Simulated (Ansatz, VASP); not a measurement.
## Ta2SiO3 in VASP and in Ansatz

```
CELL_PARAMETERS angstrom
5.12861 0.00000 0.00000
-2.56430 4.44150 0.00000
0.00000 0.00000 3.13332
ATOMIC_POSITIONS crystal
Ta 0.33333 0.66667 0.00000
Ta 0.66667 0.33333 0.00000
Si 0.00000 0.00000 0.00000
O 0.50000 0.00000 0.50000
O 0.50000 0.50000 0.50000
O 0.00000 0.50000 0.50000
```

Change from the starting cell: species swapped into the HoCo3B2 type (P6/mmm, No. 191).

Alike in both runs: functional PBE; k mesh 3 × 3 × 4; occupations gaussian, width 0.15 eV; no spin polarisation.

Ansatz relaxed the structure, and its values are those at the end. VASP's run is a single point on that final structure, the one shown.

|  | VASP | Ansatz |
| --- | --- | --- |
| version | VASP 6.6.1 | Ansatz 0.2.0 |
| potentials or method | VASP PAW PBE potentials, release 64 (Ta_pv, Si, O), cutoff 600 eV | scalar-relativistic, plane waves, PAW |
| valence electrons in the cell | 44 | 48 |

Ansatz gave:

```
gap on the k mesh at the Fermi level (eV) : none
pressure (GPa)                            : 0.3
```

**Question.** What did VASP give for the same quantities?

**Answer.** gap on the k mesh at the Fermi level (eV): none; pressure (GPa): 0.7.

A gap of «none» marks a metal or a gap that the smearing closes. VASP's potentials hold 44 valence electrons a cell and Ansatz's 48, so a difference there can come from the potentials and not from the codes.

The k mesh is coarse, so the values compare programs but aren't converged. Neither program's run includes spin-orbit coupling.
